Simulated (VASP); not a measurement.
# MgS (I4/mmm) in VASP: notebook

The runs below take MgS through single point, with LDA.

All numbers are computed with VASP 6.6.1; they aren't measurements. Logs are shortened: lines on timing, memory, paths and dates and some standing lists are left out, and cuts for length are marked.

### 1 The cell of the first run

It takes space group I4/mmm (No. 139, tetragonal). The conventional cell has a = 3.590 Å, b = 3.590 Å, c = 5.159 Å, α = 90.00°, β = 90.00°, γ = 90.00°. Mg (site symmetry 4/mmm) has 6 S at 2.54 to 2.58 Å within 3.4 Å. S (site symmetry 4/mmm) has 6 Mg at 2.54 to 2.58 Å within 3.4 Å.

### 2 Single point, LDA (in-plane strain -0.01)

INCAR reads:

```
SYSTEM = MgS
  ALGO = Normal
  EDIFF = 1E-6
  ENCUT = 520
  ISIF = 2
  ISMEAR = 0
  LASPH = .True.
  LCHARG = .False.
  LREAL = .False.
  LWAVE = .False.
  NBANDS = 11
  NELM = 100
  PREC = Accurate
  SIGMA = 0.01
```

KPOINTS reads:

```
k-points
0
Gamma
  8 8 8
  0 0 0
```

POSCAR reads:

```
MgS
1.0
    2.5385406059      2.5385406059      0.0000000000
   -2.5385406059      2.5385406059      0.0000000000
    0.0000000000      2.5385406059      2.5795675248
Mg S
1 1
Direct
    0.0000000000      0.0000000000      0.0000000000
    0.5000000000      0.5000000000      0.0000000000
```

Potentials or basis: VASP PAW LDA potentials, release 64 (Mg, S).

Launch:

```bash
$ cat potpaw_LDA.64/Mg/POTCAR potpaw_LDA.64/S/POTCAR > POTCAR
$ mpirun -np 1 vasp_std > vasp.out
```

OUTCAR:

```text
SYSTEM = MgS
   EDIFF = 1E-6
   ENCUT = 520
   ISIF = 2
   ISMEAR = 0
   LASPH = .True.
   LREAL = .False.
   NELM = 100
   PREC = Accurate

 ion  position               nearest neighbor table
   1  0.000  0.000  0.000-   2 2.54   2 2.54   2 2.54   2 2.54   2 2.58   2 2.58
   2  0.500  0.500  0.000-   1 2.54   1 2.54   1 2.54   1 2.54   1 2.58   1 2.58

  LATTYP: Found a body centered tetragonal cell.
 ALAT       =     3.5900385535
 C/A-ratio  =     1.4370695391

  Lattice vectors:

 A1 = (   2.5385406059,   0.0000000000,  -2.5795675248)
 A2 = (  -2.5385406059,   0.0000000000,  -2.5795675248)
 A3 = (   0.0000000000,   2.5385406059,   2.5795675248)

Analysis of symmetry for initial positions (statically):
=====================================================================
 Subroutine PRICEL returns:
 Original cell was already a primitive cell.

 Routine SETGRP: Setting up the symmetry group for a
 body centered tetragonal supercell.

 Subroutine GETGRP returns: Found 16 space group operations
 (whereof 16 operations were pure point group operations)
 out of a pool of 16 trial point group operations.

The static configuration has the point symmetry D_4h.

Analysis of symmetry for dynamics (positions and initial velocities):
=====================================================================
 Subroutine PRICEL returns:
 Original cell was already a primitive cell.

 Routine SETGRP: Setting up the symmetry group for a
 body centered tetragonal supercell.

 Subroutine GETGRP returns: Found 16 space group operations
 (whereof 16 operations were pure point group operations)
 out of a pool of 16 trial point group operations.

The dynamic configuration has the point symmetry D_4h.

 Subroutine INISYM returns: Found 16 space group operations
 (whereof 16 operations are pure point group operations),
 and found     1 'primitive' translations

----------------------------------------------------------------------------------------

                                     Primitive cell

  volume of cell :      33.2464

  direct lattice vectors                    reciprocal lattice vectors
     2.538540606  2.538540606  0.000000000     0.196963562  0.196963562 -0.193830941
    -2.538540606  2.538540606  0.000000000    -0.196963562  0.196963562 -0.193830941
     0.000000000  2.538540606  2.579567525     0.000000000  0.000000000  0.387661881

  length of vectors
     3.590038553  3.590038553  3.619165238     0.339351916  0.339351916  0.387661881

  position of ions in fractional coordinates (direct lattice)
     0.000000000  0.000000000  0.000000000
     0.500000000  0.500000000  0.000000000

  ion indices of the primitive-cell ions
   primitive index   ion index
                 1           1
                 2           2

----------------------------------------------------------------------------------------

 KPOINTS: k-points

Automatic generation of k-mesh.
 Grid dimensions read from file:
 generate k-points for:    8    8    8

 Generating k-lattice:

  Cartesian coordinates                     Fractional coordinates (reciprocal lattice)
     0.024620445  0.024620445 -0.024228868     0.125000000  0.000000000  0.000000000
    -0.024620445  0.024620445 -0.024228868     0.000000000  0.125000000  0.000000000
     0.000000000  0.000000000  0.048457735     0.000000000  0.000000000  0.125000000

  Length of vectors
     0.042418990  0.042418990  0.048457735

  Shift w.r.t. Gamma in fractional coordinates (k-lattice)
     0.000000000  0.000000000  0.000000000

 Subroutine IBZKPT returns following result:
 ===========================================

 Found     59 irreducible k-points:

 Following reciprocal coordinates:
            Coordinates               Weight
  0.000000  0.000000  0.000000      1.000000
  0.125000  0.000000 -0.000000      8.000000
  0.250000  0.000000 -0.000000      8.000000
  0.375000  0.000000 -0.000000      8.000000
  0.500000  0.000000 -0.000000      4.000000
  0.125000  0.125000 -0.000000      8.000000
[... 16 lines left out ...]
  0.250000  0.000000  0.125000      4.000000
  0.375000  0.000000  0.125000      8.000000
 [... further k-points ...]
   k-points           NKPTS =     59   k-points in BZ     NKDIM =     59   number of bands    NBANDS=     11
   number of dos      NEDOS =    301   number of ions     NIONS =      2
   total plane-waves  NPLWV =  21952
   dimension x,y,z NGX =    28 NGY =   28 NGZ =   28
   dimension x,y,z NGXF=    56 NGYF=   56 NGZF=   56
   ions per type =               1   1
   NGX,Y,Z   is equivalent  to a cutoff of  12.97, 12.97, 12.86 a.u.
   NGXF,Y,Z  is equivalent  to a cutoff of  25.93, 25.93, 25.72 a.u.
 SYSTEM =  MgS
   PREC   = accura    normal or accurate (medium, high low for compatibility)
   ISTART =      0    job   : 0-new  1-cont  2-samecut
   ICHARG =      2    charge: 1-file 2-atom 10-const
   ISPIN  =      1    spin polarized calculation?
   LNONCOLLINEAR =      F non collinear calculations
   LSORBIT =      F    spin-orbit coupling
   LASPH  =      T    aspherical Exc in radial PAW
   ENCUT  =  520.0 eV  38.22 Ry    6.18 a.u.   6.68  6.68  6.73*2*pi/ulx,y,z
   NELM   =    100;   NELMIN=  2; NELMDL= -5     # of ELM steps
   EDIFF  = 0.1E-05   stopping-criterion for ELM
   LREAL  =      F    real-space projection
   EDIFFG = 0.1E-04   stopping-criterion for IOM
   NSW    =      0    number of steps for IOM
   IBRION =     -1    ionic relax: 0-MD 1-quasi-New 2-CG
   NFREE  =      0    steps in history (QN), initial steepest desc. (CG)
   ISIF   =      2    stress and relaxation
   ISYM   =      2    0-nonsym 1-usesym 2-fastsym
   POTIM  = 0.5000    time-step for ionic-motion
   TEBEG  =    0.0;   TEEND  =   0.0 temperature during run
   PSTRESS=    0.0 pullay stress
   NELECT =       8.0000    total number of electrons
   NUPDOWN=      -1.0000    fix difference up-down
   EMIN   =  10.00;   EMAX   =-10.00  energy-range for DOS
   EFERMI =   0.00;   METHOD = LEGACY
   ISMEAR =     0;   SIGMA  =   0.01  broadening in eV -4-tet -1-fermi 0-gaus
   EFERMI_NEDOS =   21; number of points for ismear=-14 and -15
   IALGO  =     38    algorithm
   IMIX   =      4    mixing-type and parameters
     AMIX     =   0.40;   BMIX     =  1.00
     AMIX_MAG =   1.60;   BMIX_MAG =  1.00
  volume/ion in A,a.u.               =      16.62       112.18
  Fermi-wavevector in a.u.,A,eV,Ry     =   1.018255  1.924222 14.107102  1.036843
  Thomas-Fermi vector in A             =   2.151702
   LORBIT       =      0    0 simple, 1 ext, 2 COOP (PROOUT), +10 PAW based schemes
   GGA     = CA    functional components
   LHFCALC =     F    Hartree Fock is set to
   AEXX    =    0.0000 exact exchange contribution
   IVDW    =     0    specifies the selected vdW correction
   LEPSILON=     F    determine dielectric tensor
   LRPA    =     F    only Hartree local field effects (RPA)
 non-spin polarized calculation
 Gauss-broadening in eV      SIGMA  =   0.01
  energy-cutoff  :      520.00
  volume of cell :       33.25
 maximum number of plane-waves:       910
   NGX = 13   NGY = 13   NGZ = 13

 number of electron       7.9999999 magnetization

 Free energy of the ion-electron system (eV)
  ---------------------------------------------------
  ext. energy  EPLUGINS =         0.00000000
  ---------------------------------------------------
  free energy    TOTEN  =        -9.58955128 eV

  energy without entropy =       -9.58955128  energy(sigma->0) =       -9.58955128

 E-fermi :   4.2679     XC(G=0): -10.2267

 val. band max:        4.1612233991   @ k =   0.0000   0.0000   0.0000
 cond. band min:       6.7661634459   @ k =   0.5000   0.5000  -0.0000
 fundamental gap:      2.6049400468
 Fermi energy:         4.2679086075

 k-point     1 :       0.0000    0.0000    0.0000
  band No.  band energies     occupation
      1      -8.8685      2.00000
      2       4.0924      2.00000
      3       4.0924      2.00000
      4       4.1612      2.00000
      5       8.0763      0.00000
      6      11.7960      0.00000
      7      11.9688      0.00000
      8      11.9688      0.00000
      9      14.3222      0.00000
     10      14.5546      0.00000
     11      16.6045      0.00000

 k-point     2 :       0.1250    0.0000   -0.0000
  band No.  band energies     occupation
      1      -8.7009      2.00000
      2       2.9995      2.00000
      3       3.9861      2.00000
      4       4.0149      2.00000
      5       8.8624      0.00000
      6      11.6369      0.00000
      7      12.1210      0.00000
      8      12.2521      0.00000
      9      13.7148      0.00000
     10      13.8890      0.00000
     11      16.9410      0.00000

 k-point     3 :       0.2500    0.0000   -0.0000
  band No.  band energies     occupation
      1      -8.2429      2.00000
      2       1.1102      2.00000
      3       3.7462      2.00000
      4       3.7559      2.00000
      5       9.0983      0.00000
      6      11.7470      0.00000
      7      11.9472      0.00000
      8      12.6002      0.00000
      9      14.3767      0.00000
     10      14.3968      0.00000
     11      16.1219      0.00000

 k-point     4 :       0.3750    0.0000   -0.0000
  band No.  band energies     occupation
      1      -7.6714      2.00000
      2      -0.4643      2.00000
      3       3.5133      2.00000
      4       3.5546      2.00000
      5       8.7290      0.00000
      6      11.0854      0.00000
      7      11.2688      0.00000
      8      14.2745      0.00000
      9      15.7417      0.00000
     10      16.4068      0.00000
     11      16.4705      0.00000
[... 239 lines left out ...]
 k-point    22 :       0.0000    0.0000    0.1250
  band No.  band energies     occupation
      1      -8.6517      2.00000
      2       3.0963      2.00000
      3       3.7464      2.00000
      4       3.7464      2.00000
      5       9.2401      0.00000
      6      10.8474      0.00000
      7      12.4612      0.00000
      8      12.7048      0.00000
      9      12.7048      0.00000
     10      14.8168      0.00000
     11      18.2342      0.00000

 k-point    23 :       0.2500    0.0000    0.1250
  band No.  band energies     occupation
      1      -8.4309      2.00000
      2       1.9981      2.00000
      3       3.3593      2.00000
      4       3.9854      2.00000
      5       9.6940      0.00000
      6      11.1841      0.00000
      7      12.2284      0.00000
      8      12.6261      0.00000
      9      12.6586      0.00000
     10      14.9145      0.00000
     11      17.6463      0.00000

 k-point    24 :       0.3750    0.0000    0.1250
  band No.  band energies     occupation
      1      -7.9246      2.00000
      2       0.5183      2.00000
      3       2.7876      2.00000
      4       3.7513      2.00000
      5       9.8055      0.00000
      6      11.2125      0.00000
      7      11.7724      0.00000
      8      12.3730      0.00000
      9      14.0180      0.00000
     10      17.0073      0.00000
     11      17.1696      0.00000

 [... further k-points ...]
[... 5 lines left out ...]
  --------------------------------------------------------------------------------------
  -------------------------------------------------------------------------------------
  Total        0.2863921      0.2863921     -0.1392400      0.0000000      0.0000000      0.0000000
  in kB       13.8015051     13.8015051     -6.7101086      0.0000000      0.0000000      0.0000000
  external PRESSURE =       6.9643005 kB  Pullay stress =       0.0000000 kB

 VOLUME and BASIS-vectors are now :
 -----------------------------------------------------------------------------
  energy-cutoff  :      520.00
  volume of cell :       33.25
      direct lattice vectors                 reciprocal lattice vectors
     2.538540606  2.538540606  0.000000000     0.196963562  0.196963562 -0.193830941
    -2.538540606  2.538540606  0.000000000    -0.196963562  0.196963562 -0.193830941
     0.000000000  2.538540606  2.579567525     0.000000000  0.000000000  0.387661881

 POSITION                                       TOTAL-FORCE (eV/Angst)
 -----------------------------------------------------------------------------------
      0.00000      0.00000      0.00000         0.000000     -0.000000      0.000000
      0.00000      2.53854      0.00000        -0.000000      0.000000      0.000000
 -----------------------------------------------------------------------------------
    total drift:                               -0.000000      0.000000     -0.000000

  FREE ENERGIE OF THE ION-ELECTRON SYSTEM (eV)
  ---------------------------------------------------
  free  energy   TOTEN  =        -9.5895512769 eV

  energy  without entropy=       -9.5895512769  energy(sigma->0) =       -9.58955128
```

Wall time 22 s (1 thread of Intel Xeon Platinum 8375C at 2.90GHz (Ice Lake), shared host); peak memory 0.15 GiB.

What came out:

| Property | Result |
| --- | --- |
| Free energy | -9.5896 eV |
| Pressure | 0.7 GPa |
| Band gap on the k mesh | 2.60 eV, indirect (least direct gap 3.92 eV) |

Stress tensor (GPa, compression positive):
```
 1.38  0.00  0.00
 0.00  1.38  0.00
 0.00  0.00 -0.67
```

Caveat: the cell differs from its parent crystal (in-plane strain -0.01).

### 3 Single point, LDA (film at in-plane strain -0.01)

INCAR reads:

```
PREC = Accurate ; ENCUT = 520
EDIFF = 1E-6 ; ISMEAR = 0
SIGMA = 0.01 ; LREAL = False
LASPH = True ; NELM = 100
ALGO = Normal ; ISIF = 2
LWAVE = False ; LCHARG = False
GGA = CA ; NBANDS = 11
```

KPOINTS reads:

```
regular mesh
0
Gamma
  8 8 8
```

Edit POSCAR of step 2 so:

```diff
@@ -4,3 +4,3 @@
    -2.5385406059      2.5385406059      0.0000000000
-    0.0000000000      2.5385406059      2.5795675248
+    0.0000000000      2.5385406059      2.5790263043
 Mg S
```

Potentials or basis: VASP PAW LDA potentials, release 64 (Mg, S).

Launch:

```bash
$ cat potpaw_LDA.64/Mg/POTCAR potpaw_LDA.64/S/POTCAR > POTCAR
$ mpirun -np 1 vasp_std > vasp.out
```

OUTCAR:

```text
PREC = Accurate
   ENCUT = 520
   EDIFF = 1E-6
   ISMEAR = 0
   LREAL = False
   LASPH = True
   NELM = 100
   ISIF = 2
   GGA = CA

 ion  position               nearest neighbor table
   1  0.000  0.000  0.000-   2 2.54   2 2.54   2 2.54   2 2.54   2 2.58   2 2.58
   2  0.500  0.500  0.000-   1 2.54   1 2.54   1 2.54   1 2.54   1 2.58   1 2.58

  LATTYP: Found a body centered tetragonal cell.
 ALAT       =     3.5900385535
 C/A-ratio  =     1.4367680268

  Lattice vectors:

 A1 = (   2.5385406059,   0.0000000000,  -2.5790263043)
 A2 = (  -2.5385406059,   0.0000000000,  -2.5790263043)
 A3 = (   0.0000000000,   2.5385406059,   2.5790263043)

Analysis of symmetry for initial positions (statically):
=====================================================================
 Subroutine PRICEL returns:
 Original cell was already a primitive cell.

 Routine SETGRP: Setting up the symmetry group for a
 body centered tetragonal supercell.

 Subroutine GETGRP returns: Found 16 space group operations
 (whereof 16 operations were pure point group operations)
 out of a pool of 16 trial point group operations.

The static configuration has the point symmetry D_4h.

Analysis of symmetry for dynamics (positions and initial velocities):
[... 165 lines left out ...]

 k-point     1 :       0.0000    0.0000    0.0000
  band No.  band energies     occupation
      1      -8.8678      2.00000
      2       4.0947      2.00000
      3       4.0947      2.00000
      4       4.1627      2.00000
      5       8.0801      0.00000
      6      11.7993      0.00000
      7      11.9698      0.00000
      8      11.9698      0.00000
      9      14.3259      0.00000
     10      14.5553      0.00000
     11      16.6069      0.00000
[... 309 lines left out ...]
 k-point    24 :       0.3750    0.0000    0.1250
  band No.  band energies     occupation
      1      -7.9237      2.00000
      2       0.5202      2.00000
      3       2.7890      2.00000
      4       3.7530      2.00000
      5       9.8082      0.00000
      6      11.2149      0.00000
      7      11.7739      0.00000
      8      12.3766      0.00000
      9      14.0196      0.00000
     10      17.0114      0.00000
     11      17.1733      0.00000

 [... further k-points ...]
[... 5 lines left out ...]
  --------------------------------------------------------------------------------------
  -------------------------------------------------------------------------------------
  Total        0.2882049      0.2882049     -0.1323412      0.0000000      0.0000000     -0.0000000
  in kB       13.8917795     13.8917795     -6.3789853      0.0000000      0.0000000     -0.0000000
  external PRESSURE =       7.1348579 kB  Pullay stress =       0.0000000 kB

 VOLUME and BASIS-vectors are now :
 -----------------------------------------------------------------------------
  energy-cutoff  :      520.00
  volume of cell :       33.24
      direct lattice vectors                 reciprocal lattice vectors
     2.538540606  2.538540606  0.000000000     0.196963562  0.196963562 -0.193871617
    -2.538540606  2.538540606  0.000000000    -0.196963562  0.196963562 -0.193871617
     0.000000000  2.538540606  2.579026304     0.000000000  0.000000000  0.387743234

 POSITION                                       TOTAL-FORCE (eV/Angst)
 -----------------------------------------------------------------------------------
      0.00000      0.00000      0.00000        -0.000000      0.000000      0.000000
      0.00000      2.53854      0.00000         0.000000     -0.000000      0.000000
 -----------------------------------------------------------------------------------
    total drift:                               -0.000000      0.000000     -0.000000

  FREE ENERGIE OF THE ION-ELECTRON SYSTEM (eV)
  ---------------------------------------------------
  free  energy   TOTEN  =        -9.5895779614 eV

  energy  without entropy=       -9.5895779614  energy(sigma->0) =       -9.58957796
```

stdout:

```text
POSCAR found type information on POSCAR MgS
 POSCAR found :  2 types and       2 ions
 scaLAPACK will be used
 LDA part: xc-table for (Slater(with rela. corr.)+CA(PZ))
 , standard interpolation
 POSCAR, INCAR and KPOINTS ok, starting setup
 FFT: planning ... GRIDC
 FFT: planning ... GRID_SOFT
 FFT: planning ... GRID
 WAVECAR not read
 entering main loop
```

Wall time 26 s (1 thread of Intel Xeon Platinum 8375C at 2.90GHz (Ice Lake), shared host); peak memory 0.15 GiB.

What came out:

* Free energy: -9.5896 eV
* Pressure: 0.7 GPa
* Band gap on the k mesh: 2.61 eV, indirect (least direct gap 3.92 eV)

Levels at points of the mesh, in eV from the valence-band top:
| k point | band 1 | band 2 | band 3 | band 4 | band 5 | band 6 | band 7 | band 8 |
| --- | --- | --- | --- | --- | --- | --- | --- | --- |
| (0.00, 0.00, 0.00) | -13.03 | -0.07 | -0.07 | 0.00 | 3.92 | 7.64 | 7.81 | 7.81 |
| (0.50, 0.00, 0.00) | -11.54 | -5.27 | -0.74 | -0.68 | 4.41 | 6.68 | 6.85 | 10.42 |
| (0.50, 0.50, 0.00) | -11.09 | -4.60 | -1.98 | -1.84 | 2.61 | 4.00 | 12.38 | 12.88 |
| (0.00, 0.00, 0.50) | -11.16 | -4.63 | -1.84 | -1.84 | 2.70 | 4.06 | 12.21 | 12.85 |

Caveat: the cell differs from its parent crystal (film at in-plane strain -0.01). A k mesh can miss the band edges.
